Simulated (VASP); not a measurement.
# GdO (P-6m2) in VASP: a series of runs

The runs below take GdO through single point, with PBEsol.

Program: VASP 6.6.1. These are calculated values, not measurements. Logs are shortened: lines on timing, memory, paths and dates and some standing lists are left out, and cuts for length are marked.

## Step 1: The cell of the first run

Symmetry: P-6m2, No. 187, hexagonal system. The conventional cell has a = 3.113 Å, b = 3.113 Å, c = 3.038 Å, α = 90.00°, β = 90.00°, γ = 120.00°. Gd (site symmetry -6m2) has 6 O at 2.35 Å and 8 Gd at 3.04 to 3.11 Å within 3.2 Å. Within 3.2 Å of O (site symmetry -6m2) lie 6 Gd at 2.35 Å and 8 O at 3.04 to 3.11 Å.

## Step 2: Single point, PBEsol, collinear spin, ferromagnetic start

Input file INCAR:

```
PREC = Accurate ; ENCUT = 520
EDIFF = 1E-6 ; ISMEAR = -1
SIGMA = 0.05 ; LREAL = F
LASPH = T ; NELM = 150
ALGO = Normal ; ISIF = 2
LWAVE = F ; LCHARG = F
ISPIN = 2 ; MAGMOM = 7 0
LORBIT = 11 ; LMAXMIX = 6
GGA = PS ; NBANDS = 23
```

Input file KPOINTS:

```
Automatic mesh
0
Gamma
  10 10 9
```

Input file POSCAR:

```
GdO
1.0
    3.1132995800      0.0000000000      0.0000000000
   -1.5566497900      2.6961965200      0.0000000000
    0.0000000000      0.0000000000      3.0384261400
Gd O
1 1
Direct
    0.0000000000      0.0000000000      0.0000000000
    0.6666666667      0.3333333333      0.5000000000
```

Potentials or basis: VASP PAW PBE potentials, release 64 (Gd, O).

Command:

```
> cat potpaw_PBE.64/Gd/POTCAR potpaw_PBE.64/O/POTCAR > POTCAR
> mpirun -np 1 vasp_std > vasp.out
```

OUTCAR:

```text
PREC = Accurate
   ENCUT = 520
   EDIFF = 1E-6
   ISMEAR = -1
   LREAL = F
   LASPH = T
   NELM = 150
   ISIF = 2
   ISPIN = 2
   LORBIT = 11
   GGA = PS

 ion  position               nearest neighbor table
   1  0.000  0.000  0.000-   2 2.35   2 2.35   2 2.35   2 2.35   2 2.35   2 2.35
   2  0.667  0.333  0.500-   1 2.35   1 2.35   1 2.35   1 2.35   1 2.35   1 2.35

  LATTYP: Found a hexagonal cell.
 ALAT       =     3.1132995800
 C/A-ratio  =     0.9759504545

  Lattice vectors:

 A1 = (   3.1132995800,   0.0000000000,   0.0000000000)
 A2 = (  -1.5566497900,   2.6961965200,   0.0000000000)
 A3 = (   0.0000000000,   0.0000000000,   3.0384261400)

Analysis of symmetry for initial positions (statically):
=====================================================================
 Subroutine PRICEL returns:
 Original cell was already a primitive cell.

 Routine SETGRP: Setting up the symmetry group for a
 hexagonal supercell.

 Subroutine GETGRP returns: Found 12 space group operations
 (whereof 12 operations were pure point group operations)
 out of a pool of 24 trial point group operations.

The static configuration has the point symmetry D_3h.

Analysis of symmetry for dynamics (positions and initial velocities):
=====================================================================
 Subroutine PRICEL returns:
 Original cell was already a primitive cell.

 Routine SETGRP: Setting up the symmetry group for a
 hexagonal supercell.

 Subroutine GETGRP returns: Found 12 space group operations
 (whereof 12 operations were pure point group operations)
 out of a pool of 24 trial point group operations.

The dynamic configuration has the point symmetry D_3h.

Analysis of structural, dynamic, and magnetic symmetry:
=====================================================================
 Subroutine PRICEL returns:
 Original cell was already a primitive cell.

 Routine SETGRP: Setting up the symmetry group for a
 hexagonal supercell.

 Subroutine GETGRP returns: Found 12 space group operations
 (whereof 12 operations were pure point group operations)
 out of a pool of 24 trial point group operations.

The overall configuration has the point symmetry D_3h.

 Subroutine INISYM returns: Found 12 space group operations
 (whereof 12 operations are pure point group operations),
 and found     1 'primitive' translations

----------------------------------------------------------------------------------------

                                     Primitive cell

  volume of cell :      25.5048

  direct lattice vectors                    reciprocal lattice vectors
     3.113299580  0.000000000  0.000000000     0.321202626  0.185446423  0.000000000
    -1.556649790  2.696196520  0.000000000     0.000000000  0.370892846  0.000000000
     0.000000000  0.000000000  3.038426140     0.000000000  0.000000000  0.329117758

  length of vectors
     3.113299580  3.113299575  3.038426140     0.370892845  0.370892846  0.329117758

  position of ions in fractional coordinates (direct lattice)
     0.000000000  0.000000000  0.000000000
     0.666666667  0.333333333  0.500000000

  ion indices of the primitive-cell ions
   primitive index   ion index
                 1           1
                 2           2

----------------------------------------------------------------------------------------

 KPOINTS: Automatic mesh

Automatic generation of k-mesh.
 Grid dimensions read from file:
 generate k-points for:   10   10    9

 Generating k-lattice:

  Cartesian coordinates                     Fractional coordinates (reciprocal lattice)
     0.032120263  0.018544642  0.000000000     0.100000000  0.000000000  0.000000000
     0.000000000  0.037089285  0.000000000     0.000000000  0.100000000  0.000000000
     0.000000000  0.000000000  0.036568640     0.000000000  0.000000000  0.111111111

  Length of vectors
     0.037089285  0.037089285  0.036568640

  Shift w.r.t. Gamma in fractional coordinates (k-lattice)
     0.000000000  0.000000000  0.000000000

 Subroutine IBZKPT returns following result:
 ===========================================

 Found     70 irreducible k-points:

 Following reciprocal coordinates:
            Coordinates               Weight
  0.000000  0.000000  0.000000      1.000000
  0.100000  0.000000  0.000000      6.000000
  0.200000  0.000000  0.000000      6.000000
  0.300000  0.000000  0.000000      6.000000
  0.400000  0.000000  0.000000      6.000000
  0.500000  0.000000  0.000000      3.000000
[... 16 lines left out ...]
  0.300000  0.100000  0.111111     24.000000
  0.400000  0.100000  0.111111     24.000000
 [... further k-points ...]
   k-points           NKPTS =     70   k-points in BZ     NKDIM =     70   number of bands    NBANDS=     23
   number of dos      NEDOS =    301   number of ions     NIONS =      2
   total plane-waves  NPLWV =  13824
   dimension x,y,z NGX =    24 NGY =   24 NGZ =   24
   dimension x,y,z NGXF=    48 NGYF=   48 NGZF=   48
   ions per type =               1   1
   NGX,Y,Z   is equivalent  to a cutoff of  12.82, 12.82, 13.13 a.u.
   NGXF,Y,Z  is equivalent  to a cutoff of  25.63, 25.63, 26.26 a.u.
 SYSTEM =  unknown system
   PREC   = accura    normal or accurate (medium, high low for compatibility)
   ISTART =      0    job   : 0-new  1-cont  2-samecut
   ICHARG =      2    charge: 1-file 2-atom 10-const
   ISPIN  =      2    spin polarized calculation?
   LNONCOLLINEAR =      F non collinear calculations
   LSORBIT =      F    spin-orbit coupling
   LASPH  =      T    aspherical Exc in radial PAW
   ENCUT  =  520.0 eV  38.22 Ry    6.18 a.u.   5.79  5.79  5.65*2*pi/ulx,y,z
   NELM   =    150;   NELMIN=  2; NELMDL= -5     # of ELM steps
   EDIFF  = 0.1E-05   stopping-criterion for ELM
   LREAL  =      F    real-space projection
   EDIFFG = 0.1E-04   stopping-criterion for IOM
   NSW    =      0    number of steps for IOM
   IBRION =     -1    ionic relax: 0-MD 1-quasi-New 2-CG
   NFREE  =      0    steps in history (QN), initial steepest desc. (CG)
   ISIF   =      2    stress and relaxation
   ISYM   =      2    0-nonsym 1-usesym 2-fastsym
   POTIM  = 0.5000    time-step for ionic-motion
   TEBEG  =    0.0;   TEEND  =   0.0 temperature during run
   PSTRESS=    0.0 pullay stress
   NELECT =      24.0000    total number of electrons
   NUPDOWN=      -1.0000    fix difference up-down
   EMIN   =  10.00;   EMAX   =-10.00  energy-range for DOS
   EFERMI =   0.00;   METHOD = LEGACY
   ISMEAR =    -1;   SIGMA  =   0.05  broadening in eV -4-tet -1-fermi 0-gaus
   EFERMI_NEDOS =   21; number of points for ismear=-14 and -15
   IALGO  =     38    algorithm
   IMIX   =      4    mixing-type and parameters
     AMIX     =   0.40;   BMIX     =  1.00
     AMIX_MAG =   1.60;   BMIX_MAG =  1.00
  volume/ion in A,a.u.               =      12.75        86.06
  Fermi-wavevector in a.u.,A,eV,Ry     =   1.604248  3.031589 35.016116  2.573612
  Thomas-Fermi vector in A             =   2.700783
   LORBIT       =     11    0 simple, 1 ext, 2 COOP (PROOUT), +10 PAW based schemes
   GGA     = PS    functional components
   LHFCALC =     F    Hartree Fock is set to
   AEXX    =    0.0000 exact exchange contribution
   IVDW    =     0    specifies the selected vdW correction
   LEPSILON=     F    determine dielectric tensor
   LRPA    =     F    only Hartree local field effects (RPA)
 spin polarized calculation
  energy-cutoff  :      520.00
  volume of cell :       25.50
 maximum number of plane-waves:       701
 NGX is ok and might be reduce to    24
   NGX = 11   NGY = 11   NGZ = 11

 number of electron      23.9999995 magnetization       7.0797728

 Free energy of the ion-electron system (eV)
  ---------------------------------------------------
  ext. energy  EPLUGINS =         0.00000000
  ---------------------------------------------------
  free energy    TOTEN  =       -22.29355461 eV

  energy without entropy =      -22.27890909  energy(sigma->0) =      -22.28623185

 E-fermi :   6.8799     XC(G=0): -12.8439

 val. band max:        6.8702050696   @ k =   0.1000   0.0000   0.4444
 cond. band min:       6.8840846310   @ k =   0.2000   0.1000   0.4444
 fundamental gap:      0.0138795614
 Fermi energy:         6.8799264664

 spin component 1

 k-point     1 :       0.0000    0.0000    0.0000
  band No.  band energies     occupation
      1     -38.3271      1.00000
      2     -15.1526      1.00000
      3     -14.9006      1.00000
      4     -14.9006      1.00000
      5     -13.5372      1.00000
      6       1.2410      1.00000
[... 15 lines left out ...]
     22      19.2459      0.00000
     23      23.3040      0.00000
[... 575 lines left out ...]
      1     -38.0196      1.00000
      2     -17.6843      1.00000
      3     -15.5912      1.00000
      4     -15.0195      1.00000
      5     -11.7244      1.00000
      6      -0.4873      1.00000
[... 15 lines left out ...]
     22      19.8117      0.00000
     23      21.6181      0.00000

 [... further k-points ...]

 spin component 2

 k-point     1 :       0.0000    0.0000    0.0000
  band No.  band energies     occupation
      1     -35.3183      1.00000
      2     -13.4310      1.00000
      3     -12.9195      1.00000
      4     -12.6095      1.00000
      5     -12.6095      1.00000
      6       1.5370      1.00000
[... 15 lines left out ...]
     22      20.2123      0.00000
     23      24.0611      0.00000
[... 575 lines left out ...]
      1     -34.9393      1.00000
      2     -16.3091      1.00000
      3     -13.4714      1.00000
      4     -12.7617      1.00000
      5     -10.9138      1.00000
      6      -0.1641      1.00000
[... 15 lines left out ...]
     22      20.9477      0.00000
     23      22.6808      0.00000

 [... further k-points ...]

------------------------ aborting loop because EDIFF is reached ----------------------------------------

  FORCE on cell =-STRESS in cart. coord.  units (eV):
  Direction    XX          YY          ZZ          XY          YZ          ZX
  --------------------------------------------------------------------------------------
  -------------------------------------------------------------------------------------
  Total        3.8555006      3.8555005      3.2773805      0.0000000     -0.0000000      0.0000000
  in kB      242.1978101    242.1978090    205.8810199      0.0000000     -0.0000000      0.0000000
  external PRESSURE =     230.0922130 kB  Pullay stress =       0.0000000 kB

 VOLUME and BASIS-vectors are now :
 -----------------------------------------------------------------------------
  energy-cutoff  :      520.00
  volume of cell :       25.50
      direct lattice vectors                 reciprocal lattice vectors
     3.113299580  0.000000000  0.000000000     0.321202626  0.185446423  0.000000000
    -1.556649790  2.696196520  0.000000000     0.000000000  0.370892846  0.000000000
     0.000000000  0.000000000  3.038426140     0.000000000  0.000000000  0.329117758

 POSITION                                       TOTAL-FORCE (eV/Angst)
 -----------------------------------------------------------------------------------
      0.00000      0.00000      0.00000         0.000000      0.000000      0.000000
      1.55665      0.89873      1.51921        -0.000000     -0.000000      0.000000
 -----------------------------------------------------------------------------------
    total drift:                               -0.000000      0.000000      0.000000

  FREE ENERGIE OF THE ION-ELECTRON SYSTEM (eV)
  ---------------------------------------------------
  free  energy   TOTEN  =       -22.2935546058 eV

  energy  without entropy=      -22.2789090947  energy(sigma->0) =      -22.28623185

 total charge

# of ion       s       p       d       f       tot
--------------------------------------------------
    1        2.032   5.615   0.753   7.081  15.481
    2        1.558   3.472   0.000   0.000   5.029
--------------------------------------------------
tot          3.590   9.086   0.753   7.081  20.510

 magnetization (x)

# of ion       s       p       d       f       tot
--------------------------------------------------
    1       -0.001  -0.058   0.139   6.706   6.786
    2       -0.002  -0.015   0.000   0.000  -0.018
--------------------------------------------------
tot         -0.003  -0.074   0.139   6.706   6.768
```

Wall time 99 s (1 thread of Intel Xeon Platinum 8259CL at 2.50GHz (Skylake/Cascade Lake), shared host); peak memory 0.2 GiB.

What came out:

| Quantity | Value |
| --- | --- |
| Free energy | -22.2936 eV |
| Pressure | 23.0 GPa |
| Net moment | 7.08 μB per cell |
| Site moments | Gd +6.79; O -0.02 μB |
| Valence electrons inside the program's atomic spheres | Gd 15.48; O 5.03 |

Caveat: the cell stands under pressure; the PAW data sets were made with another functional, which shifts forces and pressure a little; spin-orbit coupling is left out, which moves the levels of the heavy elements; a cell with one magnetic atom can't hold antiferromagnetic order, which such compounds often take; semilocal functionals describe open f shells poorly, which spoils levels, moments and volumes. With open d or f shells a metallic result of PBEsol can be an artefact of self-interaction; +U or a hybrid may open a gap.

## Step 3: Single point, PBEsol, non-collinear spin, typed start, spin-orbit coupling

Input file INCAR:

```
SYSTEM = GdO
PREC = Accurate
ENCUT = 520
EDIFF = 1E-6
ISMEAR = -1
SIGMA = 0.05
LREAL = .False.
LASPH = .True.
NELM = 150
ALGO = Normal
ISIF = 2
LWAVE = .False.
LCHARG = .False.
MAGMOM = 4.041 4.041 4.041 0 0 0
LORBIT = 11
LSORBIT = .True.
GGA_COMPAT = .False.
LORBMOM = .True.
LMAXMIX = 6
GGA = PS
NBANDS = 36
```

Input file KPOINTS:

```
Automatic mesh
0
Gamma
  10 10 9
  0 0 0
```

POSCAR is that of step 2.

Potentials or basis: VASP PAW PBE potentials, release 64 (Gd, O).

Command:

```
> cat potpaw_PBE.64/Gd/POTCAR potpaw_PBE.64/O/POTCAR > POTCAR
> mpirun -np 1 vasp_ncl > vasp.out
```

It took 56 min on 1 thread of Intel Xeon Platinum 8259CL at 2.50GHz (Skylake/Cascade Lake), shared host; peak memory 1.2 GiB.

Results (log left out):

| Item | Value |
| --- | --- |
| Free energy | -22.9228 eV |
| Pressure | 22.9 GPa |
| Net moment | 7.02 μB per cell |
| Valence electrons inside the program's atomic spheres | Gd 15.51; O 5.03 |

Stress tensor (GPa, compression positive):
```
24.11  0.00 -0.01
 0.00 24.11  0.01
-0.01  0.01 20.52
```

Moments on the atoms (μB; x, y, z):
```
Gd   3.87  3.86  3.93
O   -0.01 -0.01 -0.01
```

Caveat: the cell stands under pressure; the PAW data sets were made with another functional, which shifts forces and pressure a little; a cell with one magnetic atom can't hold antiferromagnetic order, which such compounds often take; semilocal functionals describe open f shells poorly, which spoils levels, moments and volumes.
